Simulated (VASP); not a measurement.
# ReSe (Fm-3m) in VASP: notebook

Runs on ReSe. Level: r2SCAN. Tasks: single point.

Everything below comes from runs of VASP 6.6.1. Logs are shortened: lines on timing, memory, paths and dates and some standing lists are left out, and cuts for length are marked.

**1. The cell of the first run**

It takes space group Fm-3m (No. 225, cubic). The conventional cell has a = 5.276 Å, b = 5.276 Å, c = 5.276 Å, α = 90.00°, β = 90.00°, γ = 90.00°. Within 3.5 Å of Re (site symmetry m-3m) lie 6 Se at 2.64 Å. Within 3.5 Å of Se (site symmetry m-3m) lie 6 Re at 2.64 Å.

**2. Single point, r2SCAN, collinear spin (18.36 Å³/atom)**

The input, POSCAR:

```
ReSe
1.0
    0.0000000000      2.6381120245      2.6381120245
    2.6381120245      0.0000000000      2.6381120245
    2.6381120245      2.6381120245      0.0000000000
Re Se
1 1
Direct
    0.5000000000      0.5000000000      0.5000000000
    0.0000000000      0.0000000000      0.0000000000
```

The input, INCAR.step1:

```
PREC = Accurate
ENCUT = 520
ISMEAR = 0
SIGMA = 0.05
LREAL = F
LASPH = T
NELM = 150
ISPIN = 2
MAGMOM = 1.95 0
LMAXMIX = 4
NBANDS = 18
GGA = PE
ALGO = Normal
EDIFF = 1E-4
LWAVE = T
LCHARG = F
```

The input, INCAR.step2:

```
PREC = Accurate
ENCUT = 520
EDIFF = 1E-6
ISMEAR = 0
SIGMA = 0.05
LREAL = F
LASPH = T
NELM = 150
ALGO = Normal
ISIF = 2
LWAVE = F
LCHARG = F
ISPIN = 2
MAGMOM = 1.95 0
LORBIT = 11
LMAXMIX = 4
METAGGA = R2SCAN
LMIXTAU = T
NBANDS = 18
ISTART = 1
```

The input, KPOINTS:

```
Automatic mesh
0
Gamma
  12 12 12
```

Potentials or basis: VASP PAW PBE potentials, release 64 (Re, Se).

The run is started by

```sh
cat potpaw_PBE.64/Re/POTCAR potpaw_PBE.64/Se/POTCAR > POTCAR
cp INCAR.step1 INCAR
mpirun -np 1 vasp_std > vasp.out
cp INCAR.step2 INCAR
mpirun -np 1 vasp_std > vasp.out
```

OUTCAR:

```text
PREC = Accurate
   ENCUT = 520
   EDIFF = 1E-6
   ISMEAR = 0
   LREAL = F
   LASPH = T
   NELM = 150
   ISIF = 2
   ISPIN = 2
   LORBIT = 11
   METAGGA = R2SCAN
   ISTART = 1

 ion  position               nearest neighbor table
   1  0.500  0.500  0.500-   2 2.64   2 2.64   2 2.64   2 2.64   2 2.64   2 2.64
   2  0.000  0.000  0.000-   1 2.64   1 2.64   1 2.64   1 2.64   1 2.64   1 2.64

  LATTYP: Found a face centered cubic cell.
 ALAT       =     5.2762240490

  Lattice vectors:

 A1 = (   0.0000000000,   2.6381120245,   2.6381120245)
 A2 = (   2.6381120245,   0.0000000000,   2.6381120245)
 A3 = (   2.6381120245,   2.6381120245,   0.0000000000)

Analysis of symmetry for initial positions (statically):
=====================================================================
 Subroutine PRICEL returns:
 Original cell was already a primitive cell.

 Routine SETGRP: Setting up the symmetry group for a
 face centered cubic supercell.

 Subroutine GETGRP returns: Found 48 space group operations
 (whereof 48 operations were pure point group operations)
 out of a pool of 48 trial point group operations.

The static configuration has the point symmetry O_h .

Analysis of symmetry for dynamics (positions and initial velocities):
=====================================================================
 Subroutine PRICEL returns:
 Original cell was already a primitive cell.

 Routine SETGRP: Setting up the symmetry group for a
 face centered cubic supercell.

 Subroutine GETGRP returns: Found 48 space group operations
 (whereof 48 operations were pure point group operations)
 out of a pool of 48 trial point group operations.

The dynamic configuration has the point symmetry O_h .

Analysis of structural, dynamic, and magnetic symmetry:
=====================================================================
 Subroutine PRICEL returns:
 Original cell was already a primitive cell.

 Routine SETGRP: Setting up the symmetry group for a
 face centered cubic supercell.

 Subroutine GETGRP returns: Found 48 space group operations
 (whereof 48 operations were pure point group operations)
 out of a pool of 48 trial point group operations.

The overall configuration has the point symmetry O_h .

 Subroutine INISYM returns: Found 48 space group operations
 (whereof 48 operations are pure point group operations),
 and found     1 'primitive' translations

----------------------------------------------------------------------------------------

                                     Primitive cell

  volume of cell :      36.7206

  direct lattice vectors                    reciprocal lattice vectors
     0.000000000  2.638112024  2.638112024    -0.189529480  0.189529480  0.189529480
     2.638112024  0.000000000  2.638112024     0.189529480 -0.189529480  0.189529480
     2.638112024  2.638112024  0.000000000     0.189529480  0.189529480 -0.189529480

  length of vectors
     3.730853804  3.730853804  3.730853804     0.328274689  0.328274689  0.328274689

  position of ions in fractional coordinates (direct lattice)
     0.500000000  0.500000000  0.500000000
     0.000000000  0.000000000  0.000000000

  ion indices of the primitive-cell ions
   primitive index   ion index
                 1           1
                 2           2

----------------------------------------------------------------------------------------

 KPOINTS: Automatic mesh

Automatic generation of k-mesh.
 Grid dimensions read from file:
 generate k-points for:   12   12   12

 Generating k-lattice:

  Cartesian coordinates                     Fractional coordinates (reciprocal lattice)
    -0.015794123  0.015794123  0.015794123     0.083333333  0.000000000  0.000000000
     0.015794123 -0.015794123  0.015794123     0.000000000  0.083333333  0.000000000
     0.015794123  0.015794123 -0.015794123     0.000000000  0.000000000  0.083333333

  Length of vectors
     0.027356224  0.027356224  0.027356224

  Shift w.r.t. Gamma in fractional coordinates (k-lattice)
     0.000000000  0.000000000  0.000000000

 Subroutine IBZKPT returns following result:
 ===========================================

 Found     72 irreducible k-points:

 Following reciprocal coordinates:
            Coordinates               Weight
  0.000000  0.000000  0.000000      1.000000
  0.083333  0.000000  0.000000      8.000000
  0.166667  0.000000  0.000000      8.000000
  0.250000  0.000000  0.000000      8.000000
  0.333333  0.000000  0.000000      8.000000
  0.416667  0.000000  0.000000      8.000000
[... 16 lines left out ...]
  0.500000  0.166667  0.000000     24.000000
 -0.416667  0.166667  0.000000     24.000000
 [... further k-points ...]
   k-points           NKPTS =     72   k-points in BZ     NKDIM =     72   number of bands    NBANDS=     18
   number of dos      NEDOS =    301   number of ions     NIONS =      2
   total plane-waves  NPLWV =  21952
   dimension x,y,z NGX =    28 NGY =   28 NGZ =   28
   dimension x,y,z NGXF=    56 NGYF=   56 NGZF=   56
   ions per type =               1   1
   NGX,Y,Z   is equivalent  to a cutoff of  12.48, 12.48, 12.48 a.u.
   NGXF,Y,Z  is equivalent  to a cutoff of  24.95, 24.95, 24.95 a.u.
 SYSTEM =  unknown system
   PREC   = accura    normal or accurate (medium, high low for compatibility)
   ISTART =      1    job   : 0-new  1-cont  2-samecut
   ICHARG =      0    charge: 1-file 2-atom 10-const
   ISPIN  =      2    spin polarized calculation?
   LNONCOLLINEAR =      F non collinear calculations
   LSORBIT =      F    spin-orbit coupling
   LASPH  =      T    aspherical Exc in radial PAW
   ENCUT  =  520.0 eV  38.22 Ry    6.18 a.u.   6.94  6.94  6.94*2*pi/ulx,y,z
   NELM   =    150;   NELMIN=  2; NELMDL=  0     # of ELM steps
   EDIFF  = 0.1E-05   stopping-criterion for ELM
   LREAL  =      F    real-space projection
   EDIFFG = 0.1E-04   stopping-criterion for IOM
   NSW    =      0    number of steps for IOM
   IBRION =     -1    ionic relax: 0-MD 1-quasi-New 2-CG
   NFREE  =      0    steps in history (QN), initial steepest desc. (CG)
   ISIF   =      2    stress and relaxation
   ISYM   =      2    0-nonsym 1-usesym 2-fastsym
   POTIM  = 0.5000    time-step for ionic-motion
   TEBEG  =    0.0;   TEEND  =   0.0 temperature during run
   PSTRESS=    0.0 pullay stress
   NELECT =      13.0000    total number of electrons
   NUPDOWN=      -1.0000    fix difference up-down
   EMIN   =  10.00;   EMAX   =-10.00  energy-range for DOS
   EFERMI =   0.00;   METHOD = LEGACY
   ISMEAR =     0;   SIGMA  =   0.05  broadening in eV -4-tet -1-fermi 0-gaus
   EFERMI_NEDOS =   21; number of points for ismear=-14 and -15
   IALGO  =     38    algorithm
   IMIX   =      4    mixing-type and parameters
     AMIX     =   0.40;   BMIX     =  1.00
     AMIX_MAG =   1.60;   BMIX_MAG =  1.00
  volume/ion in A,a.u.               =      18.36       123.90
  Fermi-wavevector in a.u.,A,eV,Ry     =   1.158118  2.188525 18.248633  1.341237
  Thomas-Fermi vector in A             =   2.294723
   LORBIT       =     11    0 simple, 1 ext, 2 COOP (PROOUT), +10 PAW based schemes
   METAGGA = R2SCAN    functional components
   LHFCALC =     F    Hartree Fock is set to
   AEXX    =    0.0000 exact exchange contribution
   IVDW    =     0    specifies the selected vdW correction
   LEPSILON=     F    determine dielectric tensor
   LRPA    =     F    only Hartree local field effects (RPA)
 spin polarized calculation
 Gauss-broadening in eV      SIGMA  =   0.05
  energy-cutoff  :      520.00
  volume of cell :       36.72
 maximum number of plane-waves:      1004
   NGX = 13   NGY = 13   NGZ = 13

 number of electron      13.0000000 magnetization       2.3609205

 Free energy of the ion-electron system (eV)
  ---------------------------------------------------
  ext. energy  EPLUGINS =         0.00000000
  ---------------------------------------------------
  free energy    TOTEN  =       -64.39618552 eV

  energy without entropy =      -64.39459588  energy(sigma->0) =      -64.39539070

 E-fermi :   6.9660     XC(G=0): -12.2791

 val. band max:        6.9376285658   @ k =  -0.3333   0.0833   0.0000
 cond. band min:       6.9781958709   @ k =  -0.3333   0.3333   0.1667
 fundamental gap:      0.0405673051
 Fermi energy:         6.9659627626

 spin component 1

 k-point     1 :       0.0000    0.0000    0.0000
  band No.  band energies     occupation
      1      -9.9667      1.00000
      2       3.6375      1.00000
      3       3.6376      1.00000
      4       3.6376      1.00000
      5       4.3338      1.00000
      6       4.3338      1.00000
[... 10 lines left out ...]
     17      20.6668      0.00000
     18      24.4380      0.00000

 k-point     2 :       0.0833    0.0000    0.0000
  band No.  band energies     occupation
      1      -9.8768      1.00000
      2       2.9336      1.00000
      3       3.1768      1.00000
      4       3.1768      1.00000
      5       3.8413      1.00000
      6       3.8413      1.00000
[... 10 lines left out ...]
     17      21.5247      0.00000
     18      25.0511      0.00000

 k-point     3 :       0.1667    0.0000    0.0000
  band No.  band energies     occupation
      1      -9.6172      1.00000
      2       1.6186      1.00000
      3       2.2992      1.00000
      4       2.2992      1.00000
      5       4.0600      1.00000
      6       4.0600      1.00000
[... 412 lines left out ...]
 k-point    23 :       0.5000    0.1667    0.0000
  band No.  band energies     occupation
      1      -8.2929      1.00000
      2      -1.4785      1.00000
      3       0.6110      1.00000
      4       0.9621      1.00000
      5       4.6803      1.00000
      6       5.4139      1.00000
[... 10 lines left out ...]
     17      23.7036      0.00000
     18      25.7212      0.00000

 k-point    24 :      -0.4167    0.1667    0.0000
  band No.  band energies     occupation
      1      -8.2333      1.00000
      2      -1.6022      1.00000
      3       0.6390      1.00000
      4       0.7838      1.00000
      5       5.1399      1.00000
      6       5.2252      1.00000
[... 10 lines left out ...]
     17      24.1220      0.00000
     18      26.3257      0.00000

 [... further k-points ...]

 spin component 2

 k-point     1 :       0.0000    0.0000    0.0000
  band No.  band energies     occupation
      1      -9.8579      1.00000
      2       4.3755      1.00000
      3       4.3756      1.00000
      4       4.3756      1.00000
      5       5.5576      1.00000
      6       5.5577      1.00000
[... 10 lines left out ...]
     17      21.9980      0.00000
     18      24.7724      0.00000

 k-point     2 :       0.0833    0.0000    0.0000
  band No.  band energies     occupation
      1      -9.7715      1.00000
      2       3.5406      1.00000
      3       3.7332      1.00000
      4       3.7332      1.00000
      5       5.6590      1.00000
      6       5.6591      1.00000
[... 10 lines left out ...]
     17      22.5261      0.00000
     18      25.5921      0.00000

 k-point     3 :       0.1667    0.0000    0.0000
  band No.  band energies     occupation
      1      -9.5229      1.00000
      2       2.1427      1.00000
      3       2.8745      1.00000
      4       2.8745      1.00000
      5       5.9466      1.00000
      6       5.9466      1.00000
[... 412 lines left out ...]
 k-point    23 :       0.5000    0.1667    0.0000
  band No.  band energies     occupation
      1      -8.2607      1.00000
      2      -1.0003      1.00000
      3       1.0826      1.00000
      4       1.4841      1.00000
      5       6.5855      1.00000
      6       7.6887      0.00000
[... 10 lines left out ...]
     17      24.1931      0.00000
     18      26.2257      0.00000

 k-point    24 :      -0.4167    0.1667    0.0000
  band No.  band energies     occupation
      1      -8.2070      1.00000
      2      -1.1122      1.00000
      3       1.1051      1.00000
      4       1.3100      1.00000
      5       7.2007      0.00000
      6       7.4974      0.00000
[... 10 lines left out ...]
     17      24.6302      0.00000
     18      26.8396      0.00000

 [... further k-points ...]

------------------------ aborting loop because EDIFF is reached ----------------------------------------

  FORCE on cell =-STRESS in cart. coord.  units (eV):
  Direction    XX          YY          ZZ          XY          YZ          ZX
  --------------------------------------------------------------------------------------
  -------------------------------------------------------------------------------------
  Total       -0.5021441     -0.5021441     -0.5021441      0.0000000     -0.0000000      0.0000000
  in kB      -21.9093357    -21.9093357    -21.9093357      0.0000000     -0.0000000      0.0000000
  external PRESSURE =     -21.9093357 kB  Pullay stress =       0.0000000 kB

 VOLUME and BASIS-vectors are now :
 -----------------------------------------------------------------------------
  energy-cutoff  :      520.00
  volume of cell :       36.72
      direct lattice vectors                 reciprocal lattice vectors
     0.000000000  2.638112024  2.638112024    -0.189529480  0.189529480  0.189529480
     2.638112024  0.000000000  2.638112024     0.189529480 -0.189529480  0.189529480
     2.638112024  2.638112024  0.000000000     0.189529480  0.189529480 -0.189529480

 POSITION                                       TOTAL-FORCE (eV/Angst)
 -----------------------------------------------------------------------------------
      2.63811      2.63811      2.63811         0.000000     -0.000000      0.000000
      0.00000      0.00000      0.00000         0.000000      0.000000     -0.000000
 -----------------------------------------------------------------------------------
    total drift:                                0.000000      0.000000      0.000000

  FREE ENERGIE OF THE ION-ELECTRON SYSTEM (eV)
  ---------------------------------------------------
  free  energy   TOTEN  =       -64.3961855243 eV

  energy  without entropy=      -64.3945958782  energy(sigma->0) =      -64.39539070

 total charge

# of ion       s       p       d       tot
------------------------------------------
    1        0.451   0.317   4.916   5.684
    2        1.427   2.380   0.131   3.939
--------------------------------------------------
tot          1.878   2.697   5.048   9.623

 magnetization (x)

# of ion       s       p       d       tot
------------------------------------------
    1        0.122   0.019   2.151   2.292
    2        0.014   0.000   0.017   0.032
--------------------------------------------------
tot          0.136   0.020   2.169   2.324
```

Run time: 2.4 min. Hardware: 1 thread of Intel Xeon 6975P-C (Granite Rapids), shared host; peak memory 0.23 GiB.

What came out:

| Item | Value |
| --- | --- |
| Free energy | -64.3962 eV |
| Pressure | -2.2 GPa |
| Net moment | 2.36 μB per cell |
| Site moments | Re +2.29; Se +0.03 μB |
| Valence electrons inside the program's atomic spheres | Re 5.68; Se 3.94 |

Caveat: the PAW data sets were made with another functional, which shifts forces and pressure a little; spin-orbit coupling is left out, which moves the levels of the heavy elements.

[end of part 1 of 2]
